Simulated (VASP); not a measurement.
# Ir (P6_3/mmc) in VASP: a series of runs

The runs below take Ir through single point, with LDA.

Everything below comes from runs of VASP 6.6.1. Logs are shortened: lines on timing, memory, paths and dates and some standing lists are left out, and cuts for length are marked.

## Step 1: The cell of the first run

The structure is hexagonal, space group P6_3/mmc (No. 194). The conventional cell has a = 2.624 Å, b = 2.624 Å, c = 4.737 Å, α = 90.00°, β = 90.00°, γ = 120.00°. Ir (site symmetry -6m2) has 12 Ir at 2.62 to 2.81 Å within 3.5 Å.

## Step 2: Single point, LDA

Input file INCAR:

```
SYSTEM = Ir
ALGO     = Normal         ! electronic algorithm
EDIFF    = 1E-6           ! SCF threshold, eV
ENCUT    = 500            ! plane-wave cutoff, eV
GGA_COMPAT= .False.      
ISIF     = 2              ! what is computed and relaxed
ISMEAR   = 0              ! smearing method
LASPH    = .True.         ! aspherical terms in the spheres
LCHARG   = .False.        ! write CHGCAR
LREAL    = .False.        ! projectors in reciprocal space
LWAVE    = .False.        ! write WAVECAR
NBANDS   = 16             ! bands
NELM     = 120            ! most SCF steps
PREC     = Accurate       ! precision mode
SIGMA    = 0.15           ! smearing width, eV
```

Input file KPOINTS:

```
k-points
0
Gamma
  18 18 10
  0 0 0
```

Input file POSCAR:

```
Ir
1.0
    2.6241000000      0.0000000000      0.0000000000
   -1.3120500000      2.2725372621      0.0000000000
    0.0000000000      0.0000000000      4.7371000000
Ir
2
Direct
    0.6666666667      0.3333333333      0.7500000000
    0.3333333333      0.6666666667      0.2500000000
```

Potentials or basis: VASP PAW LDA potentials, release 64 (Ir).

Launch:

```
> cat potpaw_LDA.64/Ir/POTCAR > POTCAR
> mpirun -np 1 vasp_std > vasp.out
```

OUTCAR:

```text
SYSTEM = Ir
   EDIFF = 1E-6
   ENCUT = 500
   ISIF = 2
   ISMEAR = 0
   LASPH = .True.
   LREAL = .False.
   NELM = 120
   PREC = Accurate

 ion  position               nearest neighbor table
   1  0.667  0.333  0.750-   2 2.81   2 2.81   2 2.81   2 2.81   2 2.81   2 2.81
   2  0.333  0.667  0.250-   1 2.81   1 2.81   1 2.81   1 2.81   1 2.81   1 2.81

  LATTYP: Found a hexagonal cell.
 ALAT       =     2.6241000000
 C/A-ratio  =     1.8052284593

  Lattice vectors:

 A1 = (   2.6241000000,   0.0000000000,   0.0000000000)
 A2 = (  -1.3120500000,   2.2725372621,   0.0000000000)
 A3 = (   0.0000000000,   0.0000000000,   4.7371000000)

Analysis of symmetry for initial positions (statically):
=====================================================================
 Subroutine PRICEL returns:
 Original cell was already a primitive cell.

 Routine SETGRP: Setting up the symmetry group for a
 hexagonal supercell.

 Subroutine GETGRP returns: Found 24 space group operations
 (whereof 12 operations were pure point group operations)
 out of a pool of 24 trial point group operations.

The static configuration has the point symmetry D_3d.
 The point group associated with its full space group is D_6h.

Analysis of symmetry for dynamics (positions and initial velocities):
=====================================================================
 Subroutine PRICEL returns:
 Original cell was already a primitive cell.

 Routine SETGRP: Setting up the symmetry group for a
 hexagonal supercell.

 Subroutine GETGRP returns: Found 24 space group operations
 (whereof 12 operations were pure point group operations)
 out of a pool of 24 trial point group operations.

The dynamic configuration has the point symmetry D_3d.
 The point group associated with its full space group is D_6h.

 Subroutine INISYM returns: Found 24 space group operations
 (whereof 12 operations are pure point group operations),
 and found     1 'primitive' translations

----------------------------------------------------------------------------------------

                                     Primitive cell

  volume of cell :      28.2491

  direct lattice vectors                    reciprocal lattice vectors
     2.624100000  0.000000000  0.000000000     0.381083038  0.220018395  0.000000000
    -1.312050000  2.272537262  0.000000000     0.000000000  0.440036789  0.000000000
     0.000000000  0.000000000  4.737100000     0.000000000  0.000000000  0.211099618

  length of vectors
     2.624100000  2.624100000  4.737100000     0.440036789  0.440036789  0.211099618

  position of ions in fractional coordinates (direct lattice)
     0.666666667  0.333333333  0.750000000
     0.333333333  0.666666667  0.250000000

  ion indices of the primitive-cell ions
   primitive index   ion index
                 1           1
                 2           2

----------------------------------------------------------------------------------------

 KPOINTS: k-points

Automatic generation of k-mesh.
 Grid dimensions read from file:
 generate k-points for:   18   18   10

 Generating k-lattice:

  Cartesian coordinates                     Fractional coordinates (reciprocal lattice)
     0.021171280  0.012223244  0.000000000     0.055555556 -0.000000000  0.000000000
     0.000000000  0.024446488  0.000000000     0.000000000  0.055555556  0.000000000
     0.000000000  0.000000000  0.021109962     0.000000000  0.000000000  0.100000000

  Length of vectors
     0.024446488  0.024446488  0.021109962

  Shift w.r.t. Gamma in fractional coordinates (k-lattice)
     0.000000000  0.000000000  0.000000000

 Subroutine IBZKPT returns following result:
 ===========================================

 Found    222 irreducible k-points:

 Following reciprocal coordinates:
            Coordinates               Weight
  0.000000  0.000000  0.000000      1.000000
  0.055556  0.000000  0.000000      6.000000
  0.111111  0.000000  0.000000      6.000000
  0.166667  0.000000  0.000000      6.000000
  0.222222  0.000000  0.000000      6.000000
  0.277778  0.000000  0.000000      6.000000
[... 16 lines left out ...]
  0.333333  0.111111  0.000000     12.000000
  0.388889  0.111111  0.000000     12.000000
 [... further k-points ...]
   k-points           NKPTS =    222   k-points in BZ     NKDIM =    222   number of bands    NBANDS=     16
   number of dos      NEDOS =    301   number of ions     NIONS =      2
   total plane-waves  NPLWV =  14400
   dimension x,y,z NGX =    20 NGY =   20 NGZ =   36
   dimension x,y,z NGXF=    40 NGYF=   40 NGZF=   72
   ions per type =               2
   NGX,Y,Z   is equivalent  to a cutoff of  12.67, 12.67, 12.63 a.u.
   NGXF,Y,Z  is equivalent  to a cutoff of  25.34, 25.34, 25.27 a.u.
 SYSTEM =  Ir
   PREC   = accura    normal or accurate (medium, high low for compatibility)
   ISTART =      0    job   : 0-new  1-cont  2-samecut
   ICHARG =      2    charge: 1-file 2-atom 10-const
[... 111 lines left out ...]
  band No.  band energies     occupation
      1       1.0964      2.00000
      2       3.3473      2.00000
      3       5.5031      2.00000
      4       5.5033      2.00000
      5       5.8528      2.00000
      6       7.3438      2.00000
[... 8 lines left out ...]
     15      26.7019      0.00000
     16      28.6796      0.00000

 k-point     6 :       0.2778    0.0000    0.0000
  band No.  band energies     occupation
      1       1.8338      2.00000
      2       3.3686      2.00000
      3       4.7855      2.00000
      4       5.6582      2.00000
      5       5.9936      2.00000
      6       7.2079      2.00000
[... 8 lines left out ...]
     15      25.8405      0.00000
     16      27.2129      0.00000

 k-point     7 :       0.3333    0.0000    0.0000
  band No.  band energies     occupation
      1       2.3742      2.00000
      2       3.1456      2.00000
      3       4.2090      2.00000
      4       5.7521      2.00000
      5       6.6978      2.00000
      6       6.8104      2.00000
[... 8 lines left out ...]
     15      25.0182      0.00000
     16      25.8148      0.00000

 k-point     8 :       0.3889    0.0000    0.0000
  band No.  band energies     occupation
      1       2.6072      2.00000
      2       2.9181      2.00000
      3       3.7874      2.00000
      4       6.1556      2.00000
      5       6.5064      2.00000
      6       7.2638      2.00000
[... 8 lines left out ...]
     15      24.3719      0.00000
     16      24.5899      0.00000

 k-point     9 :       0.4444    0.0000    0.0000
  band No.  band energies     occupation
      1       2.6089      2.00000
      2       2.8079      2.00000
      3       3.5305      2.00000
      4       6.3165      2.00000
      5       6.6732      2.00000
      6       7.2110      2.00000
[... 8 lines left out ...]
     15      22.8713      0.00000
     16      23.7108      0.00000
[... 172 lines left out ...]
 k-point    19 :       0.1111    0.1111    0.0000
  band No.  band energies     occupation
      1       0.7105      2.00000
      2       3.2740      2.00000
      3       5.2630      2.00000
      4       6.0044      2.00000
      5       6.2143      2.00000
      6       6.5740      2.00000
[... 8 lines left out ...]
     15      27.5550      0.00000
     16      27.6798      0.00000

 k-point    20 :       0.1667    0.1111    0.0000
  band No.  band energies     occupation
      1       1.4512      2.00000
      2       3.7799      2.00000
      3       5.0752      2.00000
      4       5.3307      2.00000
      5       5.9527      2.00000
      6       6.9832      2.00000
[... 8 lines left out ...]
     15      26.4031      0.00000
     16      27.2771      0.00000

 k-point    21 :       0.2222    0.1111    0.0000
  band No.  band energies     occupation
      1       2.2210      2.00000
      2       3.8412      2.00000
      3       4.7267      2.00000
      4       5.2872      2.00000
      5       5.9000      2.00000
      6       6.7793      2.00000
[... 8 lines left out ...]
     15      25.2233      0.00000
     16      26.3655      0.00000

 k-point    22 :       0.2778    0.1111    0.0000
  band No.  band energies     occupation
      1       2.8209      2.00000
      2       3.5829      2.00000
      3       4.2285      2.00000
      4       5.5983      2.00000
      5       6.3576      2.00000
      6       6.5129      2.00000
[... 8 lines left out ...]
     15      23.9071      0.00000
     16      25.6026      0.00000

 k-point    23 :       0.3333    0.1111    0.0000
  band No.  band energies     occupation
      1       3.0914      2.00000
      2       3.3354      2.00000
      3       3.8587      2.00000
      4       6.0630      2.00000
      5       6.3495      2.00000
      6       6.9101      2.00000
[... 8 lines left out ...]
     15      22.5798      0.00000
     16      25.0078      0.00000

 k-point    24 :       0.3889    0.1111    0.0000
  band No.  band energies     occupation
      1       3.0739      2.00000
      2       3.2457      2.00000
      3       3.6314      2.00000
      4       6.2767      2.00000
      5       6.6340      2.00000
      6       6.9537      2.00000
[... 8 lines left out ...]
     15      21.3433      0.00000
     16      24.1953      0.00000

 [... further k-points ...]
[... 5 lines left out ...]
  --------------------------------------------------------------------------------------
  -------------------------------------------------------------------------------------
  Total        2.7391069      2.7391069     -4.7977867     -0.0000000     -0.0000000      0.0000000
  in kB      155.3515573    155.3515573   -272.1119225     -0.0000000     -0.0000000      0.0000000
  external PRESSURE =      12.8637307 kB  Pullay stress =       0.0000000 kB

 VOLUME and BASIS-vectors are now :
 -----------------------------------------------------------------------------
  energy-cutoff  :      500.00
  volume of cell :       28.25
      direct lattice vectors                 reciprocal lattice vectors
     2.624100000  0.000000000  0.000000000     0.381083038  0.220018395  0.000000000
    -1.312050000  2.272537262  0.000000000     0.000000000  0.440036789  0.000000000
     0.000000000  0.000000000  4.737100000     0.000000000  0.000000000  0.211099618

 POSITION                                       TOTAL-FORCE (eV/Angst)
 -----------------------------------------------------------------------------------
      1.31205      0.75751      3.55282        -0.000000      0.000000      0.000000
     -0.00000      1.51502      1.18427         0.000000      0.000000      0.000000
 -----------------------------------------------------------------------------------
    total drift:                               -0.000000      0.000000     -0.000000

  FREE ENERGIE OF THE ION-ELECTRON SYSTEM (eV)
  ---------------------------------------------------
  free  energy   TOTEN  =       -20.2435474848 eV

  energy  without entropy=      -20.2170602761  energy(sigma->0) =      -20.23030388
```

Run time: 44 s. Hardware: 1 thread of Intel Xeon Platinum 8488C (Sapphire Rapids), shared host; peak memory 0.19 GiB.

Results:

* Free energy: -20.2435 eV
* Pressure: 1.3 GPa
* Band gap on the k mesh: zero (band 9 reaches 12.03 eV, above the bottom of band 10 at 8.40 eV)

Stress tensor (GPa, compression positive):
```
 15.54   0.00   0.00
  0.00  15.54   0.00
  0.00   0.00 -27.21
```

Caveat: spin-orbit coupling is left out, which moves the levels of the heavy elements.

## Step 3: Single point, LDA

This run uses another cell than the first one, of 14.08 Å³/atom, 0.997 times its volume.

Input file INCAR:

```
PREC     = Accurate       # precision mode
ENCUT    = 500            # plane-wave cutoff, eV
EDIFF    = 1E-6           # SCF threshold, eV
ISMEAR   = 0              # smearing method
SIGMA    = 0.15           # smearing width, eV
LREAL    = F              # projectors in reciprocal space
LASPH    = T              # aspherical terms in the spheres
NELM     = 120            # most SCF steps
ALGO     = Normal         # electronic algorithm
ISIF     = 2              # what is computed and relaxed
LWAVE    = F              # write WAVECAR
LCHARG   = F              # write CHGCAR
NBANDS   = 16             # bands
GGA_COMPAT= F
```

Input file KPOINTS:

```
Automatic mesh
0
Gamma
  18 18 10
```

Input file POSCAR:

```
Ir
1.0
    2.7594000000      0.0000000000      0.0000000000
   -1.3797000000      2.3897104992      0.0000000000
    0.0000000000      0.0000000000      4.2693000000
Ir
2
Direct
    0.6666666667      0.3333333333      0.7500000000
    0.3333333333      0.6666666667      0.2500000000
```

Potentials or basis: VASP PAW LDA potentials, release 64 (Ir).

Launch:

```
> cat potpaw_LDA.64/Ir/POTCAR > POTCAR
> mpirun -np 1 vasp_std > vasp.out
```

Run time: 42 s. Hardware: 1 thread of Intel Xeon Platinum 8488C (Sapphire Rapids), shared host; peak memory 0.19 GiB.

It converged, with:

```
Free energy            : -20.4573 eV
Pressure               : -1.1 GPa
Band gap on the k mesh : zero (band 9 reaches 11.47 eV, above the bottom of band 10 at 8.15 eV)
```

Stress tensor (GPa, compression positive):
```
-7.23  0.00  0.00
 0.00 -7.23  0.00
 0.00  0.00 11.19
```

Levels at points of the mesh, in eV from the Fermi level:
```
           k point  band 5  band 6  band 7  band 8  band 9  band 10  band 11  band 12  band 13  band 14
(0.00, 0.00, 0.00)   -3.58   -3.21   -3.21   -2.88   -2.88    -0.34     0.21     0.21     7.74    13.97
(0.50, 0.00, 0.00)   -3.70   -3.39   -2.79    0.35    0.90     1.17     2.80     4.17     8.42    10.87
(0.00, 0.00, 0.50)   -4.25   -4.25   -4.25   -4.25   -0.50    -0.50    -0.50    -0.50    13.61    13.61
(0.50, 0.00, 0.50)   -2.43   -2.43   -1.06   -1.06    0.69     0.69     1.97     1.97     7.57     7.57
```

Caveat: spin-orbit coupling is left out, which moves the levels of the heavy elements.

## Step 4: Single point, LDA

This run uses another cell than the first one, of 14.06 Å³/atom, 0.996 times its volume.

Input file INCAR:

```
PREC = Accurate
ENCUT = 500
EDIFF = 1E-6
ISMEAR = 0
SIGMA = 0.15
LREAL = False
LASPH = True
NELM = 120
ALGO = Normal
ISIF = 2
LWAVE = False
LCHARG = False
NBANDS = 16
GGA_COMPAT = False
```

KPOINTS is that of step 3.

Input file POSCAR:

```
Ir
1.0
    2.6512000000      0.0000000000      0.0000000000
   -1.3256000000      2.2960065505      0.0000000000
    0.0000000000      0.0000000000      4.6202000000
Ir
2
Direct
    0.6666666667      0.3333333333      0.7500000000
    0.3333333333      0.6666666667      0.2500000000
```

Launch:

```
> cat potpaw_LDA.64/Ir/POTCAR > POTCAR
> mpirun -np 1 vasp_std > vasp.out
```

Wall time 45 s (1 thread of Intel Xeon Platinum 8488C (Sapphire Rapids), shared host); peak memory 0.19 GiB.

The run converged. Its results:

- Free energy: -20.3901 eV
- Pressure: 0.0 GPa
- Band gap on the k mesh: zero (band 9 reaches 11.91 eV, above the bottom of band 10 at 8.16 eV)

Stress tensor (GPa, compression positive):
```
  9.49   0.00   0.00
  0.00   9.49   0.00
  0.00   0.00 -18.87
```

Levels at points of the mesh, in eV from the Fermi level:
```csv
k point,band 7,band 8,band 9,band 10,band 11,band 12
"(0.00, 0.00, 0.00)",-3.29,-1.69,-1.69,-1.37,0.44,0.44
"(0.50, 0.00, 0.00)",-3.07,0.78,1.32,1.60,3.24,4.81
"(0.00, 0.00, 0.50)",-3.79,-3.79,-0.31,-0.31,-0.31,-0.31
"(0.50, 0.00, 0.50)",-0.83,-0.83,1.48,1.48,2.12,2.12
```

Caveat: spin-orbit coupling is left out, which moves the levels of the heavy elements.

## Step 5: Single point, LDA

This run uses another cell than the first one, of 14.18 Å³/atom, 1.004 times its volume.

Edit INCAR of step 4 so:

```diff
@@ -11,3 +11,6 @@
 LWAVE = False
-LCHARG = False
+LCHARG = True
+GGA = CA
+LELF = True
+LVHAR = True
 NBANDS = 16
```

Input file KPOINTS:

```
regular mesh
0
Gamma
  18 18 10
```

Input file POSCAR:

```
Ir
1.0
    2.7323000000      0.0000000000      0.0000000000
   -1.3661500000      2.3662412107      0.0000000000
    0.0000000000      0.0000000000      4.3862420605
Ir
2
Direct
    0.6666666667      0.3333333333      0.7500000000
    0.3333333333      0.6666666667      0.2500000000
```

Launch:

```
> cat potpaw_LDA.64/Ir/POTCAR > POTCAR
> mpirun -np 1 vasp_std > vasp.out
```

Run time: 56 s. Hardware: 1 thread of Intel Xeon 6975P-C, shared host; peak memory 0.19 GiB.

The run converged. Its results:

* Free energy: -20.5019 eV
* Pressure: -5.1 GPa
* Band gap on the k mesh: zero (band 9 reaches 11.42 eV, above the bottom of band 10 at 8.03 eV)

Stress tensor (GPa, compression positive):
```
-6.38  0.00  0.00
 0.00 -6.38  0.00
 0.00  0.00 -2.62
```

Levels at points of the mesh, in eV from the Fermi level:
| k point | band 5 | band 6 | band 7 | band 8 | band 9 | band 10 | band 11 | band 12 | band 13 | band 14 |
| --- | --- | --- | --- | --- | --- | --- | --- | --- | --- | --- |
| (0.00, 0.00, 0.00) | -3.89 | -3.20 | -3.20 | -2.50 | -2.50 | -0.69 | 0.25 | 0.25 | 7.19 | 14.20 |
| (0.50, 0.00, 0.00) | -3.53 | -3.49 | -2.96 | 0.63 | 1.01 | 1.07 | 2.93 | 4.37 | 8.26 | 10.42 |
| (0.00, 0.00, 0.50) | -4.03 | -4.03 | -4.03 | -4.03 | -0.49 | -0.49 | -0.49 | -0.49 | 13.66 | 13.66 |
| (0.50, 0.00, 0.50) | -2.21 | -2.21 | -0.98 | -0.98 | 0.89 | 0.89 | 2.02 | 2.02 | 7.63 | 7.63 |

Caveat: spin-orbit coupling is left out, which moves the levels of the heavy elements.

## Step 6: Overview

| cell | gap on the mesh (eV) | pressure (GPa) |
| --- | --- | --- |
| a = 2.624, b = 2.624, c = 4.737 Å, angles 90.0, 90.0, 120.0°, 2 atoms | none | 1.3 |
| a = 2.759, b = 2.759, c = 4.269 Å, angles 90.0, 90.0, 120.0°, 2 atoms | none | -1.1 |
| a = 2.651, b = 2.651, c = 4.620 Å, angles 90.0, 90.0, 120.0°, 2 atoms | none | 0.0 |
| a = 2.732, b = 2.732, c = 4.386 Å, angles 90.0, 90.0, 120.0°, 2 atoms | none | -5.1 |

Alike in all rows: task single point; level LDA; potentials or basis VASP PAW LDA potentials, release 64 (Ir); no spin polarisation; k mesh 18 × 18 × 10; cutoff (eV) 500; smearing gaussian 0.15 eV.

Caveats: spin-orbit coupling is left out, which moves the levels of the heavy elements.

Absolute energies hang on the potentials; compare differences alone.
